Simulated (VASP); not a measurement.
# Hf2Si (I4/mcm) in VASP: single point with PBEsol

Aim: the single point of Hf2Si with PBEsol.

Everything below comes from runs of VASP 6.6.1. Logs are shortened: lines on timing, memory, paths and dates and some standing lists are left out, and cuts for length are marked.

### Step 1. The cell of the first run

It takes space group I4/mcm (No. 140, tetragonal). Conventional cell: a = 6.873 Å, b = 6.873 Å, c = 4.615 Å, α = 90.00°, β = 90.00°, γ = 90.00°. Hf (site symmetry m2m) has 4 Si at 2.84 Å and 11 Hf at 2.93 to 3.67 Å within 3.7 Å. Within 3.0 Å of Si (site symmetry 422) lie 2 Si at 2.31 Å and 8 Hf at 2.84 Å.

### Step 2. Single point, PBEsol

Input file INCAR:

```
PREC = Accurate ; ENCUT = 520
EDIFF = 1E-7 ; ISMEAR = 0
SIGMA = 0.15 ; LREAL = F
LASPH = T ; NELM = 60
ALGO = Fast ; ISIF = 2
LWAVE = F ; LCHARG = F
GGA = PS ; NBANDS = 33
```

Input file KPOINTS:

```
regular mesh
0
Gamma
  14 14 14
```

Input file POSCAR:

```
Hf2Si
1.0
   -3.4365407924      3.4365407924      2.3075475372
    3.4365407924     -3.4365407924      2.3075475372
    3.4365407924      3.4365407924     -2.3075475372
Hf Si
4 2
Direct
    0.8432528484      0.6567471516      0.5000000000
    0.3432528484      0.8432528484      0.1865056968
    0.1567471516      0.3432528484      0.5000000000
    0.6567471516      0.1567471516      0.8134943032
    0.7500000000      0.7500000000      0.0000000000
    0.2500000000      0.2500000000      0.0000000000
```

Potentials or basis: VASP PAW PBE potentials, release 64 (Hf_pv, Si).

On the command line:

```sh
$ cat potpaw_PBE.64/Hf_pv/POTCAR potpaw_PBE.64/Si/POTCAR > POTCAR
$ mpirun -np 1 vasp_std > vasp.out
```

OUTCAR:

```text
PREC = Accurate
   ENCUT = 520
   EDIFF = 1E-7
   ISMEAR = 0
   LREAL = F
   LASPH = T
   NELM = 60
   ISIF = 2
   GGA = PS

 ion  position               nearest neighbor table
   1  0.843  0.657  0.500-   6 2.84   5 2.84   5 2.84   6 2.84   3 2.93   3 2.93   3 3.05   4 3.16
                             2 3.16   4 3.16   2 3.16   2 3.67   4 3.67   2 3.67   4 3.67
   2  0.343  0.843  0.187-   5 2.84   6 2.84   6 2.84   5 2.84   4 2.93   4 2.93   4 3.05   3 3.16
                             1 3.16   1 3.16   3 3.16   3 3.67   1 3.67   1 3.67   3 3.67
   3  0.157  0.343  0.500-   5 2.84   6 2.84   6 2.84   5 2.84   1 2.93   1 2.93   1 3.05   4 3.16
                             2 3.16   4 3.16   2 3.16   4 3.67   2 3.67   4 3.67   2 3.67
   4  0.657  0.157  0.813-   6 2.84   5 2.84   5 2.84   6 2.84   2 2.93   2 2.93   2 3.05   3 3.16
                             1 3.16   1 3.16   3 3.16   1 3.67   3 3.67   1 3.67   3 3.67
   5  0.750  0.750  0.000-   6 2.31   6 2.31   1 2.84   2 2.84   4 2.84   2 2.84   1 2.84   4 2.84
                             3 2.84   3 2.84
   6  0.250  0.250  0.000-   5 2.31   5 2.31   2 2.84   3 2.84   4 2.84   1 2.84   3 2.84   1 2.84
                             4 2.84   2 2.84

  LATTYP: Found a body centered tetragonal cell.
 ALAT       =     6.8730815848
 C/A-ratio  =     0.6714739258

  Lattice vectors:

 A1 = (  -3.4365407924,   3.4365407924,   2.3075475372)
 A2 = (   3.4365407924,  -3.4365407924,   2.3075475372)
 A3 = (   3.4365407924,   3.4365407924,  -2.3075475372)

Analysis of symmetry for initial positions (statically):
=====================================================================
 Subroutine PRICEL returns:
 Original cell was already a primitive cell.

 Routine SETGRP: Setting up the symmetry group for a
 body centered tetragonal supercell.

 Subroutine GETGRP returns: Found 16 space group operations
 (whereof  8 operations were pure point group operations)
 out of a pool of 16 trial point group operations.

The static configuration has the point symmetry C_4h.
 The point group associated with its full space group is D_4h.

Analysis of symmetry for dynamics (positions and initial velocities):
=====================================================================
 Subroutine PRICEL returns:
 Original cell was already a primitive cell.

 Routine SETGRP: Setting up the symmetry group for a
 body centered tetragonal supercell.

 Subroutine GETGRP returns: Found 16 space group operations
 (whereof  8 operations were pure point group operations)
 out of a pool of 16 trial point group operations.

The dynamic configuration has the point symmetry C_4h.
 The point group associated with its full space group is D_4h.

[... 113 lines left out ...]
   ISYM   =      2    0-nonsym 1-usesym 2-fastsym
   POTIM  = 0.5000    time-step for ionic-motion
   TEBEG  =    0.0;   TEEND  =   0.0 temperature during run
   PSTRESS=    0.0 pullay stress
   NELECT =      48.0000    total number of electrons
   NUPDOWN=      -1.0000    fix difference up-down
   EMIN   =  10.00;   EMAX   =-10.00  energy-range for DOS
   EFERMI =   0.00;   METHOD = LEGACY
   ISMEAR =     0;   SIGMA  =   0.15  broadening in eV -4-tet -1-fermi 0-gaus
   EFERMI_NEDOS =   21; number of points for ismear=-14 and -15
   IALGO  =     68    algorithm
   IMIX   =      4    mixing-type and parameters
     AMIX     =   0.40;   BMIX     =  1.00
     AMIX_MAG =   1.60;   BMIX_MAG =  1.00
  volume/ion in A,a.u.               =      18.17       122.60
  Fermi-wavevector in a.u.,A,eV,Ry     =   1.245482  2.353619 21.105694  1.551225
  Thomas-Fermi vector in A             =   2.379702
   LORBIT       =      0    0 simple, 1 ext, 2 COOP (PROOUT), +10 PAW based schemes
   GGA     = PS    functional components
   LHFCALC =     F    Hartree Fock is set to
   AEXX    =    0.0000 exact exchange contribution
   IVDW    =     0    specifies the selected vdW correction
   LEPSILON=     F    determine dielectric tensor
   LRPA    =     F    only Hartree local field effects (RPA)
 non-spin polarized calculation
 RMM-DIIS sequential band-by-band and
 Gauss-broadening in eV      SIGMA  =   0.15
  energy-cutoff  :      520.00
  volume of cell :      109.01
 maximum number of plane-waves:      2964
   NGX = 19   NGY = 19   NGZ = 19

 number of electron      48.0000007 magnetization

 Free energy of the ion-electron system (eV)
  ---------------------------------------------------
  ext. energy  EPLUGINS =         0.00000000
  ---------------------------------------------------
  free energy    TOTEN  =       -57.02971013 eV

  energy without entropy =      -57.00235016  energy(sigma->0) =      -57.01603015

 E-fermi :   6.3617     XC(G=0): -11.7179

 val. band max:        6.3603320890   @ k =  -0.2143  -0.4286   0.2143
 cond. band min:       6.3666826146   @ k =  -0.2857   0.2857   0.0714
 fundamental gap:      0.0063505256
 Fermi energy:         6.3617096257

 k-point     1 :       0.0000    0.0000    0.0000
  band No.  band energies     occupation
      1     -24.1825      2.00000
      2     -24.0522      2.00000
      3     -24.0522      2.00000
      4     -24.0438      2.00000
      5     -24.0318      2.00000
      6     -24.0318      2.00000
[... 853 lines left out ...]
     32       9.7394      0.00000
     33      10.1641      0.00000

 [... further k-points ...]

------------------------ aborting loop because EDIFF is reached ----------------------------------------

  FORCE on cell =-STRESS in cart. coord.  units (eV):
  Direction    XX          YY          ZZ          XY          YZ          ZX
  --------------------------------------------------------------------------------------
  -------------------------------------------------------------------------------------
  Total       -6.3633061     -6.3633061     17.3089951      0.0000000      0.0000000      0.0000000
  in kB      -93.5275894    -93.5275894    254.4068397      0.0000000      0.0000000      0.0000000
  external PRESSURE =      22.4505536 kB  Pullay stress =       0.0000000 kB

 VOLUME and BASIS-vectors are now :
 -----------------------------------------------------------------------------
  energy-cutoff  :      520.00
  volume of cell :      109.01
      direct lattice vectors                 reciprocal lattice vectors
    -3.436540792  3.436540792  2.307547537     0.000000000  0.145495145  0.216680260
     3.436540792 -3.436540792  2.307547537     0.145495145  0.000000000  0.216680260
     3.436540792  3.436540792 -2.307547537     0.145495145  0.145495145  0.000000000

 POSITION                                       TOTAL-FORCE (eV/Angst)
 -----------------------------------------------------------------------------------
      1.07734      2.35920      2.30755        -0.256730      0.256730      0.000000
      2.35920     -1.07734      2.30755         0.256730      0.256730     -0.000000
      2.35920      1.07734      0.00000         0.256730     -0.256730      0.000000
      1.07734      4.51388      0.00000        -0.256730     -0.256730      0.000000
      0.00000      0.00000      3.46132         0.000000      0.000000     -0.000000
      0.00000      0.00000      1.15377         0.000000      0.000000     -0.000000
 -----------------------------------------------------------------------------------
    total drift:                                0.000000      0.000000     -0.000000

  FREE ENERGIE OF THE ION-ELECTRON SYSTEM (eV)
  ---------------------------------------------------
  free  energy   TOTEN  =       -57.0297101331 eV

  energy  without entropy=      -57.0023501581  energy(sigma->0) =      -57.01603015
```

OSZICAR:

```text
N       E                     dE             d eps       ncg     rms          rms(c)
DAV:   1     0.176612935056E+03    0.17661E+03   -0.25216E+04 16136   0.137E+03
DAV:   2    -0.481876789760E+02   -0.22480E+03   -0.21242E+03 18829   0.328E+02
DAV:   3    -0.594513404556E+02   -0.11264E+02   -0.10715E+02 21769   0.464E+01
DAV:   4    -0.596522950229E+02   -0.20095E+00   -0.19987E+00 19991   0.641E+00
DAV:   5    -0.596563066815E+02   -0.40117E-02   -0.40083E-02 20820   0.844E-01    0.963E+01
RMM:   6    -0.573507642211E+02    0.23055E+01   -0.43744E+00 17509   0.702E+00    0.622E+01
RMM:   7    -0.572428598418E+02    0.10790E+00   -0.60748E+00 21442   0.923E+00    0.528E+00
RMM:   8    -0.570244898525E+02    0.21837E+00   -0.90851E-01 16988   0.400E+00    0.145E+00
RMM:   9    -0.570296774280E+02   -0.51876E-02   -0.12476E-01 20584   0.135E+00    0.104E+00
RMM:  10    -0.570296221052E+02    0.55323E-04   -0.21000E-02 22616   0.491E-01    0.242E-01
RMM:  11    -0.570296630908E+02   -0.40986E-04   -0.46928E-03 20675   0.238E-01    0.193E-01
RMM:  12    -0.570296980482E+02   -0.34957E-04   -0.87294E-04 22800   0.996E-02    0.135E-01
RMM:  13    -0.570297093284E+02   -0.11280E-04   -0.14737E-04 23491   0.374E-02    0.559E-02
RMM:  14    -0.570297098362E+02   -0.50780E-06   -0.17804E-05 22689   0.142E-02    0.317E-02
RMM:  15    -0.570297101515E+02   -0.31531E-06   -0.26832E-06 20362   0.605E-03    0.113E-02
RMM:  16    -0.570297101331E+02    0.18391E-07   -0.88440E-07 18948   0.333E-03
   1 F= -.57029710E+02 E0= -.57016030E+02  d E =-.273600E-01
```

stdout:

```text
POSCAR found type information on POSCAR HfSi
 POSCAR found :  2 types and       6 ions
 scaLAPACK will be used
 -----------------------------------------------------------------------------
|                                                                             |
|                                                                             |
|     You enforced a specific xc type in the INCAR file but a different       |
|     I HOPE YOU KNOW WHAT YOU ARE DOING!                                     |
|                                                                             |
 -----------------------------------------------------------------------------

 LDA part: xc-table for (Slater+PW92), standard interpolation
 POSCAR, INCAR and KPOINTS ok, starting setup
 FFT: planning ... GRIDC
 FFT: planning ... GRID_SOFT
 FFT: planning ... GRID
 WAVECAR not read
 entering main loop
```

It took 7.8 min on 1 thread of Intel Xeon 6975P-C (Granite Rapids), shared host; peak memory 0.75 GiB.

Results:

* Free energy: -57.0297 eV
* Pressure: 2.2 GPa
* Largest force: 0.363 eV/Å
* Band gap on the k mesh: zero (bands 24 and 25 overlap by 0.86 eV)

Forces on the atoms (eV/Å):
```
Hf  -0.257  0.257  0.000
Hf   0.257  0.257  0.000
Hf   0.257 -0.257  0.000
Hf  -0.257 -0.257  0.000
Si   0.000  0.000  0.000
Si   0.000  0.000  0.000
```

Stress tensor (GPa, compression positive):
```
-9.35  0.00  0.00
 0.00 -9.35  0.00
 0.00  0.00 25.44
```

Levels at points of the mesh, in eV from the Fermi level:
```tsv
k point	band 20	band 21	band 22	band 23	band 24	band 25	band 26	band 27	band 28	band 29
(0.00, 0.00, 0.00)	-1.89	-1.48	-0.72	-0.72	-0.49	1.52	1.52	1.56	1.93	2.06
(0.50, 0.00, 0.00)	-1.56	-0.72	-0.72	-0.32	-0.32	0.25	0.25	1.94	1.94	2.79
(0.50, 0.50, 0.00)	-2.10	-2.05	-1.31	-1.28	0.32	0.47	1.50	1.78	1.82	3.06
(0.50, 0.50, 0.50)	-1.74	-1.40	-0.95	-0.67	-0.54	-0.54	0.57	0.57	0.90	1.61
```

Caveat: the PAW data sets were made with another functional, which shifts forces and pressure a little; spin-orbit coupling is left out, which moves the levels of the heavy elements.
